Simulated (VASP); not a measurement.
# NdRe3 (Pm-3m) in VASP: single point with PBEsol

Aim: the single point of NdRe3 with PBEsol.

Everything below comes from runs of VASP 6.6.1. Logs are shortened: lines on timing, memory, paths and dates and some standing lists are left out, and cuts for length are marked.

## (1) The cell of the first run

The structure is cubic, space group Pm-3m (No. 221). Conventional cell: a = 4.039 Å, b = 4.039 Å, c = 4.039 Å, α = 90.00°, β = 90.00°, γ = 90.00°. Nd (site symmetry m-3m) has 12 Re at 2.86 Å within 3.8 Å. Re (site symmetry 4/mmm) has 4 Nd at 2.86 Å and 8 Re at 2.86 Å within 3.8 Å.

## (2) Single point, PBEsol, collinear spin, ferromagnetic start

Input file POSCAR:

```
NdRe3
1.0
    4.0394107744      0.0000000000      0.0000000000
    0.0000000000      4.0394107744      0.0000000000
    0.0000000000      0.0000000000      4.0394107744
Nd Re
1 3
Direct
    0.0000000000      0.0000000000      0.0000000000
    0.0000000000      0.5000000000      0.5000000000
    0.5000000000      0.5000000000      0.0000000000
    0.5000000000      0.0000000000      0.5000000000
```

Input file INCAR.step1:

```
SYSTEM = NdRe3
ALGO = Normal
EDIFF = 1E-6
ENCUT = 520
GGA = PS
ISIF = 2
ISMEAR = 0
ISPIN = 2
LASPH = .TRUE.
LCHARG = .TRUE.
LMAXMIX = 6
LREAL = .FALSE.
LWAVE = .FALSE.
MAGMOM = 2.51 0 0 0
NBANDS = 30
NELM = 150
PREC = Accurate
SIGMA = 0.05
```

Input file KPOINTS.step1:

```
k-points
0
G
  8 8 8
  0 0 0
```

Input file INCAR.step2:

```
SYSTEM = NdRe3
ALGO = Normal
EDIFF = 1E-6
ENCUT = 520
GGA = PS
ICHARG = 11
ISIF = 2
ISMEAR = -5
ISPIN = 2
LASPH = .TRUE.
LCHARG = .FALSE.
LMAXMIX = 6
LORBIT = 11
LREAL = .FALSE.
LWAVE = .FALSE.
MAGMOM = 2.51 0 0 0
NBANDS = 30
NEDOS = 1001
NELM = 150
PREC = Accurate
SIGMA = 0.05
```

Input file KPOINTS.step2:

```
k-points
0
G
  12 12 12
  0 0 0
```

Potentials or basis: VASP PAW PBE potentials, release 64 (Nd, Re).

Started as:

```sh
$ cat potpaw_PBE.64/Nd/POTCAR potpaw_PBE.64/Re/POTCAR > POTCAR
$ cp INCAR.step1 INCAR
$ cp KPOINTS.step1 KPOINTS
$ mpirun -np 1 vasp_std > vasp.out
$ cp INCAR.step2 INCAR
$ cp KPOINTS.step2 KPOINTS
$ mpirun -np 1 vasp_std > vasp.out
```

OUTCAR:

```text
SYSTEM = NdRe3
   EDIFF = 1E-6
   ENCUT = 520
   GGA = PS
   ICHARG = 11
   ISIF = 2
   ISMEAR = -5
   ISPIN = 2
   LASPH = .TRUE.
   LORBIT = 11
   LREAL = .FALSE.
   NELM = 150
   PREC = Accurate

 ion  position               nearest neighbor table
   1  0.000  0.000  0.000-   2 2.86   3 2.86   4 2.86   2 2.86   4 2.86   2 2.86   3 2.86   2 2.86
                             3 2.86   4 2.86   4 2.86   3 2.86
   2  0.000  0.500  0.500-   1 2.86   3 2.86   4 2.86   1 2.86   3 2.86   1 2.86   4 2.86   1 2.86
                             3 2.86   4 2.86   3 2.86   4 2.86
   3  0.500  0.500  0.000-   1 2.86   2 2.86   4 2.86   2 2.86   4 2.86   1 2.86   4 2.86   4 2.86
                             1 2.86   2 2.86   2 2.86   1 2.86
   4  0.500  0.000  0.500-   1 2.86   2 2.86   3 2.86   1 2.86   3 2.86   2 2.86   3 2.86   3 2.86
                             1 2.86   2 2.86   1 2.86   2 2.86

  LATTYP: Found a simple cubic cell.
 ALAT       =     4.0394107744

  Lattice vectors:

 A1 = (   4.0394107744,   0.0000000000,   0.0000000000)
 A2 = (   0.0000000000,   4.0394107744,   0.0000000000)
 A3 = (   0.0000000000,   0.0000000000,   4.0394107744)

Analysis of symmetry for initial positions (statically):
=====================================================================
 Subroutine PRICEL returns:
 Original cell was already a primitive cell.

 Routine SETGRP: Setting up the symmetry group for a
 simple cubic supercell.

 Subroutine GETGRP returns: Found 48 space group operations
 (whereof 48 operations were pure point group operations)
 out of a pool of 48 trial point group operations.

The static configuration has the point symmetry O_h .

Analysis of symmetry for dynamics (positions and initial velocities):
=====================================================================
 Subroutine PRICEL returns:
 Original cell was already a primitive cell.

 Routine SETGRP: Setting up the symmetry group for a
 simple cubic supercell.

 Subroutine GETGRP returns: Found 48 space group operations
 (whereof 48 operations were pure point group operations)
 out of a pool of 48 trial point group operations.

The dynamic configuration has the point symmetry O_h .

Analysis of structural, dynamic, and magnetic symmetry:
=====================================================================
 Subroutine PRICEL returns:
 Original cell was already a primitive cell.

 Routine SETGRP: Setting up the symmetry group for a
 simple cubic supercell.

 Subroutine GETGRP returns: Found 48 space group operations
[... 138 lines left out ...]
   LEPSILON=     F    determine dielectric tensor
   LRPA    =     F    only Hartree local field effects (RPA)
 spin polarized calculation
 Fermi weights with tetrahedron method with Bloechl corrections
  energy-cutoff  :      520.00
  volume of cell :       65.91
 maximum number of plane-waves:      1800

 number of electron      34.9999989 magnetization      -0.0001694

 Free energy of the ion-electron system (eV)
  ---------------------------------------------------
  ext. energy  EPLUGINS =         0.00000000
  ---------------------------------------------------
  free energy    TOTEN  =       -43.93024565 eV

  energy without entropy =      -43.93024565  energy(sigma->0) =      -43.93024565

 E-fermi :   7.3194     XC(G=0): -13.3630

 val. band max:        7.3506968090   @ k =   0.2500   0.0833   0.0000
 cond. band min:       7.2701882876   @ k =   0.5000   0.5000   0.0833
 fundamental gap:     -0.0805085214
 Fermi energy:         7.3193961579

 spin component 1

 k-point     1 :       0.0000    0.0000    0.0000
  band No.  band energies     occupation
      1     -28.5369      1.00000
      2      -9.8298      1.00000
      3      -9.8298      1.00000
      4      -9.8298      1.00000
      5      -0.6254      1.00000
      6       1.8698      1.00000
[... 757 lines left out ...]
     28       9.3927      0.00000
     29      12.3468      0.00000

 [... further k-points ...]

 spin component 2

 k-point     1 :       0.0000    0.0000    0.0000
  band No.  band energies     occupation
      1     -28.5370      1.00000
      2      -9.8299      1.00000
      3      -9.8299      1.00000
      4      -9.8299      1.00000
      5      -0.6253      1.00000
      6       1.8698      1.00000
[... 757 lines left out ...]
     28       9.3926      0.00000
     29      12.3621      0.00000

 [... further k-points ...]

 [bands above 29 left out]

------------------------ aborting loop because EDIFF is reached ----------------------------------------

  FORCE on cell =-STRESS in cart. coord.  units (eV):
  Direction    XX          YY          ZZ          XY          YZ          ZX
  --------------------------------------------------------------------------------------
  -------------------------------------------------------------------------------------
  Total        0.5387677      0.5387677      0.5387677      0.0000000      0.0000000     -0.0000000
  in kB       13.0965857     13.0965857     13.0965857      0.0000000      0.0000000     -0.0000000
  external PRESSURE =      13.0965857 kB  Pullay stress =       0.0000000 kB

 VOLUME and BASIS-vectors are now :
 -----------------------------------------------------------------------------
  energy-cutoff  :      520.00
  volume of cell :       65.91
      direct lattice vectors                 reciprocal lattice vectors
     4.039410774  0.000000000  0.000000000     0.247560859  0.000000000  0.000000000
     0.000000000  4.039410774  0.000000000     0.000000000  0.247560859  0.000000000
     0.000000000  0.000000000  4.039410774     0.000000000  0.000000000  0.247560859

 POSITION                                       TOTAL-FORCE (eV/Angst)
 -----------------------------------------------------------------------------------
      0.00000      0.00000      0.00000         0.000000      0.000000      0.000000
      0.00000      2.01971      2.01971         0.000000      0.000000      0.000000
      2.01971      2.01971      0.00000         0.000000      0.000000      0.000000
      2.01971      0.00000      2.01971         0.000000      0.000000      0.000000
 -----------------------------------------------------------------------------------
    total drift:                                0.000000      0.000000     -0.000000

  FREE ENERGIE OF THE ION-ELECTRON SYSTEM (eV)
  ---------------------------------------------------
  free  energy   TOTEN  =       -43.9302456461 eV

  energy  without entropy=      -43.9302456461  energy(sigma->0) =      -43.93024565

 total charge

# of ion       s       p       d       f       tot
--------------------------------------------------
    1        2.010   5.247   1.063   3.034  11.353
    2        0.637   0.466   4.873   0.000   5.976
    3        0.637   0.466   4.873   0.000   5.976
    4        0.637   0.466   4.873   0.000   5.976
--------------------------------------------------
tot          3.922   6.643  15.682   3.034  29.281

 magnetization (x)

# of ion       s       p       d       f       tot
--------------------------------------------------
    1        0.000   0.000   0.000  -0.000  -0.000
    2        0.000  -0.000   0.000   0.000   0.000
    3        0.000  -0.000   0.000   0.000   0.000
    4        0.000  -0.000   0.000   0.000   0.000
--------------------------------------------------
tot          0.000   0.000   0.000  -0.000  -0.000
```

OSZICAR.step1:

```text
N       E                     dE             d eps       ncg     rms          rms(c)
DAV:   1     0.353045001057E+03    0.35305E+03   -0.11896E+04  6062   0.281E+03
DAV:   2     0.342900244340E+02   -0.31875E+03   -0.27872E+03  7690   0.710E+02
[... 16 lines left out ...]
DAV:  19    -0.439464312039E+02    0.31087E-03   -0.47722E-04  7392   0.438E-01    0.242E-01
DAV:  20    -0.439463831766E+02    0.48027E-04   -0.22977E-04  7992   0.271E-01    0.948E-02
DAV:  21    -0.439463788257E+02    0.43509E-05   -0.64955E-05  7736   0.115E-01    0.635E-02
DAV:  22    -0.439463834276E+02   -0.46019E-05   -0.15874E-05  6976   0.810E-02    0.501E-02
DAV:  23    -0.439463778984E+02    0.55292E-05   -0.96754E-06  4528   0.740E-02    0.169E-02
DAV:  24    -0.439463782456E+02   -0.34719E-06   -0.47092E-06  5040   0.291E-02
   1 F= -.43946378E+02 E0= -.43943116E+02  d E =-.652403E-02  mag=    -0.0002
```

Run time: 8.9 min. Hardware: 1 thread of Intel Xeon Platinum 8488C (Sapphire Rapids), shared host; peak memory 0.37 GiB.

What came out:

- Net moment: 0.00 μB per cell
- Valence electrons inside the program's atomic spheres: Nd 11.35; Re 5.98

Levels at points of the mesh, in eV from the Fermi level:
Spin up:
| k point | band 16 | band 17 | band 18 | band 19 | band 20 | band 21 |
| --- | --- | --- | --- | --- | --- | --- |
| (0.00, 0.00, 0.00) | 0.32 | 0.32 | 0.33 | 0.33 | 0.33 | 0.45 |
| (0.50, 0.00, 0.00) | -0.56 | -0.34 | -0.26 | -0.26 | 0.68 | 0.68 |
| (0.50, 0.50, 0.00) | -0.53 | -0.50 | -0.40 | -0.40 | -0.09 | 0.67 |
| (0.50, 0.50, 0.50) | -0.04 | -0.04 | 0.28 | 0.28 | 0.28 | 0.41 |
Spin down:
```tsv
k point	band 15	band 16	band 17	band 18	band 19	band 20	band 21	band 22
(0.00, 0.00, 0.00)	0.32	0.32	0.32	0.33	0.33	0.33	0.45	1.93
(0.50, 0.00, 0.00)	-0.82	-0.56	-0.34	-0.26	-0.26	0.68	0.68	0.73
(0.50, 0.50, 0.00)	-0.78	-0.53	-0.50	-0.40	-0.40	-0.09	0.67	0.71
(0.50, 0.50, 0.50)	-0.49	-0.04	-0.04	0.27	0.27	0.27	0.41	0.41
```

Caveat: the magnetic or orbital state may not be the lowest; the moments typed at the start vanished in this run; the PAW data sets were made with another functional, which shifts forces and pressure a little; spin-orbit coupling is left out, which moves the levels of the heavy elements; semilocal functionals describe open f shells poorly, which spoils levels, moments and volumes. The state reached can hang on the start; a lower one may exist.
